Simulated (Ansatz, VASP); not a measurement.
Two plane-wave programs on InGa5P6

```
CELL_PARAMETERS angstrom
3.83050 0.00000 0.00000
0.00000 3.83050 0.00000
0.00000 0.00000 16.25145
ATOMIC_POSITIONS crystal
In 0.50000 0.50000 0.50000
Ga 0.00000 0.00000 0.66667
Ga 0.00000 0.00000 0.33333
Ga 0.50000 0.50000 0.16667
Ga 0.00000 0.00000 0.00000
Ga 0.50000 0.50000 0.83333
P 0.50000 0.00000 0.41667
P 0.00000 0.50000 0.25000
P 0.50000 0.00000 0.08333
P 0.00000 0.50000 0.91667
P 0.50000 0.00000 0.75000
P 0.00000 0.50000 0.58333
```

Alike in both runs: task single point; functional PBE; k mesh 4 × 4 × 1; occupations gaussian, width 0.1 eV; no spin polarisation.

|  | VASP | Ansatz |
| --- | --- | --- |
| version | VASP 6.6.1 | Ansatz 0.2.0 |
| potentials or method | VASP PAW PBE potentials, release 64 (In_d, Ga_d, P), cutoff 520 eV | scalar-relativistic, plane waves, PAW |
| valence electrons in the cell | 108 | 108 |

VASP gave:

```
gap on the k mesh at the Fermi level (eV)                     : 1.53
least direct gap on the mesh (eV)                             : 1.53
pressure (GPa)                                                : 9.0
traceless stress, the component that is largest in VASP (GPa) : -0.70
rms of the force components (eV/Å)                            : 0.543
```

Problem. What did Ansatz give for the same quantities?

Solution. gap on the k mesh at the Fermi level (eV): 1.53; least direct gap on the mesh (eV): 1.53; pressure (GPa): 9.1; traceless stress, the component that is largest in VASP (GPa): -0.70; rms of the force components (eV/Å): 0.547.

Atom by atom the forces differ by 0.004 eV/Å (rms over components).
